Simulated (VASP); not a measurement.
# Si (Immm) in VASP: further runs

The runs below take Si through single point, with LDA.

All numbers are computed with VASP 6.6.1; they aren't measurements. Logs are shortened: lines on timing, memory, paths and dates and some standing lists are left out, and cuts for length are marked.

## (1) The cell of the first run

Symmetry: Immm, No. 71, orthorhombic system. Conventional cell: a = 2.641 Å, b = 3.172 Å, c = 3.335 Å, α = 90.00°, β = 90.00°, γ = 90.00°. Within 3.5 Å of Si (site symmetry mmm) lie 14 Si at 2.64 to 3.34 Å.

## (2) Single point, LDA (strain +0.0250 x Voigt [1, -1, 0, 0, 0, 0])

File INCAR:

```
SYSTEM = Si
ALGO = Normal
EDIFF = 1E-7
ENCUT = 520
ISIF = 2
ISMEAR = 0
LASPH = .True.
LCHARG = .False.
LREAL = .False.
LWAVE = .False.
NBANDS = 8
NELM = 60
PREC = Accurate
SIGMA = 0.15
```

File KPOINTS:

```
k-points
0
Gamma
  22 22 22
  0 0 0
```

File POSCAR:

```
Si
1.0
   -1.6675878032      1.5862420568      1.3203298500
    1.6675878032     -1.5862420568      1.3203298500
    1.6675878032      1.5862420568     -1.3203298500
Si
1
Direct
    0.0000000000      0.0000000000      0.0000000000
```

Potentials or basis: VASP PAW LDA potentials, release 64 (Si).

The run is started by

```sh
> cat potpaw_LDA.64/Si/POTCAR > POTCAR
> mpirun -np 1 vasp_std > vasp.out
```

OUTCAR:

```text
SYSTEM = Si
   EDIFF = 1E-7
   ENCUT = 520
   ISIF = 2
   ISMEAR = 0
   LASPH = .True.
   LREAL = .False.
   NELM = 60
   PREC = Accurate

 ion  position               nearest neighbor table
   1  0.000  0.000  0.000-

  LATTYP: Found a body centered orthorhombic cell.
 ALAT       =     2.6406597000
 B/A-ratio  =     1.2013983148
 C/A-ratio  =     1.2630084847

  Lattice vectors:

 A1 = (  -1.6675878032,   1.5862420568,  -1.3203298500)
 A2 = (  -1.6675878032,  -1.5862420568,   1.3203298500)
 A3 = (   1.6675878032,   1.5862420568,   1.3203298500)

Analysis of symmetry for initial positions (statically):
=====================================================================
 Subroutine PRICEL returns:
 Original cell was already a primitive cell.

 Routine SETGRP: Setting up the symmetry group for a
 body centered orthorhombic supercell.

 Subroutine GETGRP returns: Found  8 space group operations
 (whereof  8 operations were pure point group operations)
 out of a pool of  8 trial point group operations.

The static configuration has the point symmetry D_2h.

Analysis of symmetry for dynamics (positions and initial velocities):
=====================================================================
 Subroutine PRICEL returns:
 Original cell was already a primitive cell.

 Routine SETGRP: Setting up the symmetry group for a
 body centered orthorhombic supercell.

 Subroutine GETGRP returns: Found  8 space group operations
 (whereof  8 operations were pure point group operations)
 out of a pool of  8 trial point group operations.

The dynamic configuration has the point symmetry D_2h.

 Subroutine INISYM returns: Found  8 space group operations
 (whereof  8 operations are pure point group operations),
 and found     1 'primitive' translations

----------------------------------------------------------------------------------------

                                     Primitive cell

  volume of cell :      13.9701

  direct lattice vectors                    reciprocal lattice vectors
    -1.667587803  1.586242057  1.320329850     0.000000000  0.315210404  0.378693249
     1.667587803 -1.586242057  1.320329850     0.299834287  0.000000000  0.378693249
     1.667587803  1.586242057 -1.320329850     0.299834287  0.315210404  0.000000000

  length of vectors
     2.653353323  2.653353323  2.653353323     0.492713076  0.483020886  0.435038158

  position of ions in fractional coordinates (direct lattice)
     0.000000000  0.000000000  0.000000000

  ion indices of the primitive-cell ions
   primitive index   ion index
                 1           1

----------------------------------------------------------------------------------------

 KPOINTS: k-points

Automatic generation of k-mesh.
 Grid dimensions read from file:
 generate k-points for:   22   22   22

 Generating k-lattice:

  Cartesian coordinates                     Fractional coordinates (reciprocal lattice)
     0.000000000  0.014327746  0.017213329     0.045454545  0.000000000 -0.000000000
     0.013628831  0.000000000  0.017213329    -0.000000000  0.045454545  0.000000000
     0.013628831  0.014327746  0.000000000    -0.000000000  0.000000000  0.045454545

  Length of vectors
     0.022396049  0.021955495  0.019774462

  Shift w.r.t. Gamma in fractional coordinates (k-lattice)
     0.000000000  0.000000000  0.000000000

 Subroutine IBZKPT returns following result:
 ===========================================

 Found   1530 irreducible k-points:

 Following reciprocal coordinates:
            Coordinates               Weight
  0.000000  0.000000  0.000000      1.000000
  0.045455 -0.000000  0.000000      4.000000
  0.090909 -0.000000  0.000000      4.000000
  0.136364  0.000000 -0.000000      4.000000
  0.181818  0.000000 -0.000000      4.000000
  0.227273 -0.000000  0.000000      4.000000
[... 16 lines left out ...]
  0.454545  0.045455 -0.000000      8.000000
  0.500000  0.045455 -0.000000      8.000000
 [... further k-points ...]
   k-points           NKPTS =   1530   k-points in BZ     NKDIM =   1530   number of bands    NBANDS=      8
   number of dos      NEDOS =    301   number of ions     NIONS =      1
   total plane-waves  NPLWV =   8000
   dimension x,y,z NGX =    20 NGY =   20 NGZ =   20
   dimension x,y,z NGXF=    40 NGYF=   40 NGZF=   40
   ions per type =               1
   NGX,Y,Z   is equivalent  to a cutoff of  12.53, 12.53, 12.53 a.u.
   NGXF,Y,Z  is equivalent  to a cutoff of  25.06, 25.06, 25.06 a.u.
 SYSTEM =  Si
   PREC   = accura    normal or accurate (medium, high low for compatibility)
   ISTART =      0    job   : 0-new  1-cont  2-samecut
   ICHARG =      2    charge: 1-file 2-atom 10-const
   ISPIN  =      1    spin polarized calculation?
   LNONCOLLINEAR =      F non collinear calculations
   LSORBIT =      F    spin-orbit coupling
   LASPH  =      T    aspherical Exc in radial PAW
   ENCUT  =  520.0 eV  38.22 Ry    6.18 a.u.   4.93  4.93  4.93*2*pi/ulx,y,z
   NELM   =     60;   NELMIN=  2; NELMDL= -5     # of ELM steps
   EDIFF  = 0.1E-06   stopping-criterion for ELM
   LREAL  =      F    real-space projection
   EDIFFG = 0.1E-05   stopping-criterion for IOM
   NSW    =      0    number of steps for IOM
   IBRION =     -1    ionic relax: 0-MD 1-quasi-New 2-CG
   NFREE  =      0    steps in history (QN), initial steepest desc. (CG)
   ISIF   =      2    stress and relaxation
   ISYM   =      2    0-nonsym 1-usesym 2-fastsym
   POTIM  = 0.5000    time-step for ionic-motion
   TEBEG  =    0.0;   TEEND  =   0.0 temperature during run
   PSTRESS=    0.0 pullay stress
   NELECT =       4.0000    total number of electrons
   NUPDOWN=      -1.0000    fix difference up-down
   EMIN   =  10.00;   EMAX   =-10.00  energy-range for DOS
   EFERMI =   0.00;   METHOD = LEGACY
   ISMEAR =     0;   SIGMA  =   0.15  broadening in eV -4-tet -1-fermi 0-gaus
   EFERMI_NEDOS =   21; number of points for ismear=-14 and -15
   IALGO  =     38    algorithm
   IMIX   =      4    mixing-type and parameters
     AMIX     =   0.40;   BMIX     =  1.00
     AMIX_MAG =   1.60;   BMIX_MAG =  1.00
  volume/ion in A,a.u.               =      13.97        94.28
  Fermi-wavevector in a.u.,A,eV,Ry     =   1.079016  2.039045 15.840936  1.164276
  Thomas-Fermi vector in A             =   2.214970
   LORBIT       =      0    0 simple, 1 ext, 2 COOP (PROOUT), +10 PAW based schemes
   GGA     = CA    functional components
   LHFCALC =     F    Hartree Fock is set to
   AEXX    =    0.0000 exact exchange contribution
   IVDW    =     0    specifies the selected vdW correction
   LEPSILON=     F    determine dielectric tensor
   LRPA    =     F    only Hartree local field effects (RPA)
 non-spin polarized calculation
 Gauss-broadening in eV      SIGMA  =   0.15
  energy-cutoff  :      520.00
  volume of cell :       13.97
 maximum number of plane-waves:       390
   NGX =  9   NGY =  9   NGZ =  9

 number of electron       4.0000000 magnetization

 Free energy of the ion-electron system (eV)
  ---------------------------------------------------
  ext. energy  EPLUGINS =         0.00000000
  ---------------------------------------------------
  free energy    TOTEN  =        -5.56208626 eV

  energy without entropy =       -5.55838592  energy(sigma->0) =       -5.56023609

 E-fermi :  10.5444     XC(G=0): -11.3970

 val. band max:       10.5420474861   @ k =   0.4545   0.2273   0.0909
 cond. band min:      10.5530854672   @ k =   0.2273   0.3636   0.1818
 fundamental gap:      0.0110379811
 Fermi energy:        10.5443686507

 k-point     1 :       0.0000    0.0000    0.0000
  band No.  band energies     occupation
      1      -4.1406      2.00000
      2      20.1854      0.00000
      3      20.5214      0.00000
      4      20.7144      0.00000
      5      23.5105      0.00000
      6      24.1977      0.00000
      7      25.2887      0.00000
      8      26.2290      0.00000

 k-point     2 :       0.0455   -0.0000    0.0000
  band No.  band energies     occupation
      1      -4.0679      2.00000
      2      19.3671      0.00000
      3      20.2875      0.00000
      4      21.5521      0.00000
      5      22.9506      0.00000
      6      24.6441      0.00000
      7      24.9335      0.00000
      8      25.9131      0.00000

 k-point     3 :       0.0909   -0.0000    0.0000
  band No.  band energies     occupation
      1      -3.8500      2.00000
      2      18.4255      0.00000
      3      19.7462      0.00000
      4      21.6438      0.00000
      5      22.2389      0.00000
      6      24.5393      0.00000
      7      25.1038      0.00000
      8      25.5731      0.00000

 k-point     4 :       0.1364    0.0000   -0.0000
  band No.  band energies     occupation
      1      -3.4873      2.00000
      2      17.5872      0.00000
      3      19.1107      0.00000
      4      19.8448      0.00000
      5      21.7992      0.00000
      6      24.1886      0.00000
      7      25.2686      0.00000
      8      26.6740      0.00000

 k-point     5 :       0.1818    0.0000   -0.0000
  band No.  band energies     occupation
      1      -2.9806      2.00000
      2      16.8669      0.00000
      3      17.7740      0.00000
      4      18.5292      0.00000
      5      20.8312      0.00000
      6      23.2401      0.00000
      7      26.6728      0.00000
      8      27.9149      0.00000
[... 177 lines left out ...]
 k-point    22 :       0.4091    0.0455    0.0000
  band No.  band energies     occupation
      1       2.4781      2.00000
      2       6.8052      2.00000
      3      14.7764      0.00000
      4      15.6929      0.00000
      5      17.7412      0.00000
      6      19.8681      0.00000
      7      29.0765      0.00000
      8      35.0202      0.00000

 k-point    23 :       0.4545    0.0455   -0.0000
  band No.  band energies     occupation
      1       3.8667      2.00000
      2       5.1895      2.00000
      3      14.4763      0.00000
      4      15.7170      0.00000
      5      17.5793      0.00000
      6      19.8436      0.00000
      7      29.6586      0.00000
      8      34.2914      0.00000

 k-point    24 :       0.5000    0.0455   -0.0000
  band No.  band energies     occupation
      1       3.6053      2.00000
      2       5.4754      2.00000
      3      14.2676      0.00000
      4      15.8695      0.00000
      5      17.5369      0.00000
      6      19.9909      0.00000
      7      30.1798      0.00000
      8      33.8014      0.00000

 [... further k-points ...]
[... 5 lines left out ...]
  --------------------------------------------------------------------------------------
  -------------------------------------------------------------------------------------
  Total       -0.2035876      0.2504261     -0.0455067      0.0000000      0.0000000      0.0000000
  in kB      -23.3486238     28.7203394     -5.2189739      0.0000000      0.0000000      0.0000000
  external PRESSURE =       0.0509139 kB  Pullay stress =       0.0000000 kB

 VOLUME and BASIS-vectors are now :
 -----------------------------------------------------------------------------
  energy-cutoff  :      520.00
  volume of cell :       13.97
      direct lattice vectors                 reciprocal lattice vectors
    -1.667587803  1.586242057  1.320329850     0.000000000  0.315210404  0.378693249
     1.667587803 -1.586242057  1.320329850     0.299834287  0.000000000  0.378693249
     1.667587803  1.586242057 -1.320329850     0.299834287  0.315210404  0.000000000

 POSITION                                       TOTAL-FORCE (eV/Angst)
 -----------------------------------------------------------------------------------
      0.00000      0.00000      0.00000        -0.000000     -0.000000      0.000000
 -----------------------------------------------------------------------------------
    total drift:                                0.000000      0.000000     -0.000000

  FREE ENERGIE OF THE ION-ELECTRON SYSTEM (eV)
  ---------------------------------------------------
  free  energy   TOTEN  =        -5.5620862556 eV

  energy  without entropy=       -5.5583859248  energy(sigma->0) =       -5.56023609
```

It took 38 s on 1 thread of Intel Xeon 6975P-C (Granite Rapids), shared host; peak memory 0.23 GiB.

Results:

```
Free energy            : -5.5621 eV
Pressure               : 0.0 GPa
Band gap on the k mesh : zero (band 2 reaches 20.36 eV, above the bottom of band 3 at 6.90 eV)
```

Stress tensor (GPa, compression positive):
```
-2.33  0.00  0.00
 0.00  2.87  0.00
 0.00  0.00 -0.52
```

Caveat: the cell differs from its parent crystal (strain +0.0250 x Voigt [1, -1, 0, 0, 0, 0]).

## (3) Single point, LDA (strain +0.0125 x Voigt [1, -1, 0, 0, 0, 0])

File INCAR:

```
SYSTEM = Si
PREC = Accurate ; ENCUT = 520
EDIFF = 1E-6 ; ISMEAR = 0
SIGMA = 0.15 ; LREAL = .FALSE.
LASPH = .TRUE. ; NELM = 100
ALGO = Normal ; ISIF = 2
LWAVE = .FALSE. ; LCHARG = .TRUE.
GGA = CA ; LELF = .TRUE.
LVHAR = .TRUE. ; NBANDS = 8
```

File KPOINTS:

```
Automatic mesh
0
G
  22 22 22
  0 0 0
```

File POSCAR:

```
Si
1.0
   -1.6472513666      1.6065784934      1.3203298500
    1.6472513666     -1.6065784934      1.3203298500
    1.6472513666      1.6065784934     -1.3203298500
Si
1
Direct
    0.0000000000      0.0000000000      0.0000000000
```

Potentials or basis: VASP PAW LDA potentials, release 64 (Si).

The run is started by

```sh
> cat potpaw_LDA.64/Si/POTCAR > POTCAR
> mpirun -np 1 vasp_std > vasp.out
```

OUTCAR:

```text
SYSTEM = Si
   PREC = Accurate
   ENCUT = 520
   EDIFF = 1E-6
   ISMEAR = 0
   LREAL = .FALSE.
   LASPH = .TRUE.
   NELM = 100
   ISIF = 2
   GGA = CA

 ion  position               nearest neighbor table
   1  0.000  0.000  0.000-

  LATTYP: Found a body centered orthorhombic cell.
 ALAT       =     2.6406597000
 B/A-ratio  =     1.2168008573
 C/A-ratio  =     1.2476059423

  Lattice vectors:

 A1 = (  -1.6472513666,   1.6065784934,  -1.3203298500)
 A2 = (  -1.6472513666,  -1.6065784934,   1.3203298500)
 A3 = (   1.6472513666,   1.6065784934,   1.3203298500)

Analysis of symmetry for initial positions (statically):
=====================================================================
 Subroutine PRICEL returns:
 Original cell was already a primitive cell.

 Routine SETGRP: Setting up the symmetry group for a
 body centered orthorhombic supercell.

 Subroutine GETGRP returns: Found  8 space group operations
 (whereof  8 operations were pure point group operations)
 out of a pool of  8 trial point group operations.

The static configuration has the point symmetry D_2h.

[... 154 lines left out ...]
  free energy    TOTEN  =        -5.56577420 eV

  energy without entropy =       -5.56153248  energy(sigma->0) =       -5.56365334

 E-fermi :  10.5418     XC(G=0): -11.3948

 val. band max:       10.5396276773   @ k =  -0.3636  -0.3636   0.3636
 cond. band min:      10.5423171139   @ k =  -0.2273   0.3182   0.0909
 fundamental gap:      0.0026894366
 Fermi energy:        10.5418027222

 k-point     1 :       0.0000    0.0000    0.0000
  band No.  band energies     occupation
      1      -4.1433      2.00000
      2      20.1432      0.00000
      3      20.5350      0.00000
      4      20.6329      0.00000
      5      23.5182      0.00000
      6      24.2183      0.00000
      7      25.5042      0.00000
      8      25.9736      0.00000
[... 243 lines left out ...]
 k-point    24 :       0.5000    0.0455    0.0000
  band No.  band energies     occupation
      1       3.5205      2.00000
      2       5.3802      2.00000
      3      14.4311      0.00000
      4      16.0706      0.00000
      5      17.7716      0.00000
      6      20.1871      0.00000
      7      29.6164      0.00000
      8      33.0576      0.00000

 [... further k-points ...]
[... 5 lines left out ...]
  --------------------------------------------------------------------------------------
  -------------------------------------------------------------------------------------
  Total       -0.0772193      0.0765235     -0.0335954      0.0000000      0.0000000      0.0000000
  in kB       -8.8518064      8.7720466     -3.8511164      0.0000000      0.0000000      0.0000000
  external PRESSURE =      -1.3102921 kB  Pullay stress =       0.0000000 kB

 VOLUME and BASIS-vectors are now :
 -----------------------------------------------------------------------------
  energy-cutoff  :      520.00
  volume of cell :       13.98
      direct lattice vectors                 reciprocal lattice vectors
    -1.647251367  1.606578493  1.320329850     0.000000000  0.311220399  0.378693249
     1.647251367 -1.606578493  1.320329850     0.303535945  0.000000000  0.378693249
     1.647251367  1.606578493 -1.320329850     0.303535945  0.311220399  0.000000000

 POSITION                                       TOTAL-FORCE (eV/Angst)
 -----------------------------------------------------------------------------------
      0.00000      0.00000      0.00000         0.000000      0.000000      0.000000
 -----------------------------------------------------------------------------------
    total drift:                                0.000000      0.000000      0.000000

  FREE ENERGIE OF THE ION-ELECTRON SYSTEM (eV)
  ---------------------------------------------------
  free  energy   TOTEN  =        -5.5657742006 eV

  energy  without entropy=       -5.5615324773  energy(sigma->0) =       -5.56365334
```

Wall time 48 s (1 thread of Intel Xeon 6975P-C (Granite Rapids), shared host); peak memory 0.23 GiB.

What came out:

* Free energy: -5.5658 eV
* Pressure: -0.1 GPa
* Band gap on the k mesh: zero (band 2 reaches 20.31 eV, above the bottom of band 3 at 6.84 eV)

Levels at points of the mesh, in eV from the Fermi level:
| k point | band 1 | band 2 | band 3 | band 4 | band 5 | band 6 | band 7 |
| --- | --- | --- | --- | --- | --- | --- | --- |
| (0.00, 0.00, 0.00) | -14.69 | 9.60 | 9.99 | 10.09 | 12.98 | 13.68 | 14.96 |
| (0.50, 0.00, 0.00) | -6.35 | -5.96 | 4.58 | 6.13 | 6.28 | 9.09 | 19.22 |
| (0.00, 0.50, 0.00) | -6.47 | -6.17 | 4.95 | 6.58 | 6.81 | 9.50 | 18.14 |
| (0.50, 0.50, 0.00) | -8.52 | -7.36 | 8.95 | 11.49 | 11.60 | 11.79 | 17.08 |
| (0.50, 0.50, 0.50) | -2.68 | -2.08 | -1.54 | 1.27 | 4.14 | 6.57 | 25.04 |

Caveat: the cell differs from its parent crystal (strain +0.0125 x Voigt [1, -1, 0, 0, 0, 0]).
